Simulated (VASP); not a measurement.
# P (Cmce) in VASP: a series of runs, part 3 of 3

VASP 6.6.1. The steps go on from the part before.

**5. Single point, PBE+D3(BJ)**

This run uses another cell than the first one, of 21.69 Å³/atom, 1.060 times its volume.

The input, INCAR:

```
PREC     = Accurate       # precision mode
ENCUT    = 520            # plane-wave cutoff, eV
EDIFF    = 1E-6           # SCF threshold, eV
ISMEAR   = -1             # smearing method
SIGMA    = 0.05           # smearing width, eV
LREAL    = F              # projectors in reciprocal space
LASPH    = T              # aspherical terms in the spheres
NELM     = 80             # most SCF steps
ALGO     = Normal         # electronic algorithm
ISIF     = 2              # what is computed and relaxed
LWAVE    = F              # write WAVECAR
LCHARG   = T              # write CHGCAR
GGA      = PE             # functional
IVDW     = 12             # dispersion correction
LELF     = T              # ELF
LVHAR    = T            
NBANDS   = 18             # bands
```

The input, KPOINTS:

```
regular mesh
0
Gamma
  8 8 6
```

The input, POSCAR:

```
P
1.0
    1.6800600174     -5.5722225395      0.0000000000
    1.6800600174      5.5722225395      0.0000000000
    0.0000000000      0.0000000000      4.6327491080
P
4
Direct
    0.9041431300      0.0958568700      0.5888151700
    0.0958568700      0.9041431300      0.4111848300
    0.5958568700      0.4041431300      0.0888151700
    0.4041431300      0.5958568700      0.9111848300
```

Run with:

```bash
cat potpaw_PBE.64/P/POTCAR > POTCAR
mpirun -np 1 vasp_std > vasp.out
```

It took 62 s on 1 thread of Intel Xeon Platinum 8559C (Emerald Rapids), shared host; peak memory 0.31 GiB.

Results (log left out):

| Property | Result |
| --- | --- |
| Free energy | -22.7559 eV |
| Pressure | -4.8 GPa |
| Largest force | 0.219 eV/Å |
| Band gap on the k mesh | 0.23 eV, direct |
| Dispersion energy per atom | -0.319 eV |

Forces on the atoms (eV/Å):
```
P    0.000 -0.217  0.032
P    0.000  0.217 -0.032
P    0.000  0.217  0.032
P    0.000 -0.217 -0.032
```

Stress tensor (GPa, compression positive):
```
-5.82  0.00  0.00
 0.00 -4.00  0.00
 0.00  0.00 -4.50
```

Levels at points of the mesh, in eV from the valence-band top:
| k point | band 7 | band 8 | band 9 | band 10 | band 11 | band 12 | band 13 | band 14 |
| --- | --- | --- | --- | --- | --- | --- | --- | --- |
| (0.00, 0.00, 0.00) | -3.85 | -2.55 | -2.44 | -1.09 | 0.67 | 1.10 | 1.84 | 2.72 |
| (0.50, 0.00, 0.00) | -3.21 | -3.21 | -2.50 | -2.50 | 0.73 | 0.73 | 1.59 | 1.59 |
| (0.50, 0.50, 0.00) | -3.94 | -2.30 | -1.45 | 0.00 | 0.23 | 0.89 | 1.99 | 2.62 |
| (0.00, 0.00, 0.50) | -3.11 | -3.11 | -1.57 | -1.57 | 1.32 | 1.32 | 2.85 | 2.85 |
| (0.50, 0.00, 0.50) | -5.07 | -5.07 | -1.71 | -1.71 | 1.72 | 1.72 | 3.35 | 3.35 |
| (0.50, 0.50, 0.50) | -2.66 | -2.66 | -1.89 | -1.89 | 1.38 | 1.38 | 2.49 | 2.49 |

A k mesh can miss the band edges.

**6. Single point, PBE**

The input, INCAR:

```
PREC = Accurate
ENCUT = 520
EDIFF = 1E-6
ISMEAR = -1
SIGMA = 0.04
LREAL = False
LASPH = True
NELM = 80
ALGO = Normal
ISIF = 2
LWAVE = False
LCHARG = True
GGA = PE
LELF = True
LVHAR = True
NBANDS = 18
```

The input, KPOINTS:

```
regular mesh
0
Gamma
  5 5 4
```

The input, POSCAR:

```
P
1.0
    1.6477431241     -5.4650377251      0.0000000000
    1.6477431241      5.4650377251      0.0000000000
    0.0000000000      0.0000000000      4.5436355900
P
4
Direct
    0.9041431300      0.0958568700      0.5888151700
    0.0958568700      0.9041431300      0.4111848300
    0.5958568700      0.4041431300      0.0888151700
    0.4041431300      0.5958568700      0.9111848300
```

Potentials or basis: VASP PAW PBE potentials, release 64 (P).

Run with:

```bash
cat potpaw_PBE.64/P/POTCAR > POTCAR
mpirun -np 1 vasp_std > vasp.out
```

It took 54 s on 1 thread of AMD EPYC 7R43 (Zen 3), shared host; peak memory 0.18 GiB.

The run converged. Its results:

```
Free energy            : -21.4569 eV
Pressure               : 1.8 GPa
Largest force          : 0.284 eV/Å
Band gap on the k mesh : 0.45 eV, direct
```

Forces on the atoms (eV/Å):
```
P    0.000  0.103 -0.265
P    0.000 -0.103  0.265
P    0.000 -0.103 -0.265
P    0.000  0.103  0.265
```

Stress tensor (GPa, compression positive):
```
2.29 0.00 0.00
0.00 1.41 0.00
0.00 0.00 1.64
```

Levels at points of the mesh, in eV from the valence-band top:
```tsv
k point	band 8	band 9	band 10	band 11	band 12	band 13
(0.00, 0.00, 0.00)	-2.67	-2.46	-1.10	0.69	1.13	2.01
(0.00, 0.00, 0.50)	-3.16	-1.55	-1.55	1.55	1.55	3.01
```

A k mesh can miss the band edges. As with any semilocal functional, this PBE gap is likely too small.

**7. Summary**

```tsv
level	cell	k mesh	smearing	gap on the mesh (eV)	pressure (GPa)	largest force (eV/Å)
SVWN5	a = 5.708, b = 5.708, c = 4.544 Å, angles 90.0, 90.0, 146.4°, 4 atoms	8 × 8 × 6	fermi-dirac 0.05 eV	0.01	-1.8	0.22
PBE+D3(BJ)	a = 5.746, b = 5.746, c = 4.574 Å, angles 90.0, 90.0, 146.4°, 4 atoms	8 × 8 × 6	fermi-dirac 0.05 eV	0.15	-2.5	0.16
PBE+D3(BJ)	a = 5.783, b = 5.783, c = 4.603 Å, angles 90.0, 90.0, 146.4°, 4 atoms	8 × 8 × 6	fermi-dirac 0.05 eV	0.19	-3.7	0.12
PBE+D3(BJ)	a = 5.820, b = 5.820, c = 4.633 Å, angles 90.0, 90.0, 146.4°, 4 atoms	8 × 8 × 6	fermi-dirac 0.05 eV	0.23	-4.8	0.22
PBE	a = 5.708, b = 5.708, c = 4.544 Å, angles 90.0, 90.0, 146.4°, 4 atoms	5 × 5 × 4	fermi-dirac 0.04 eV	0.45	1.8	0.28
```

Alike in all rows: task single point; potentials or basis VASP PAW PBE potentials, release 64 (P); no spin polarisation; cutoff (eV) 520.

Caveats: the PAW data sets were made with another functional, which shifts forces and pressure a little (some runs).

Absolute energies hang on the potentials; compare differences alone.
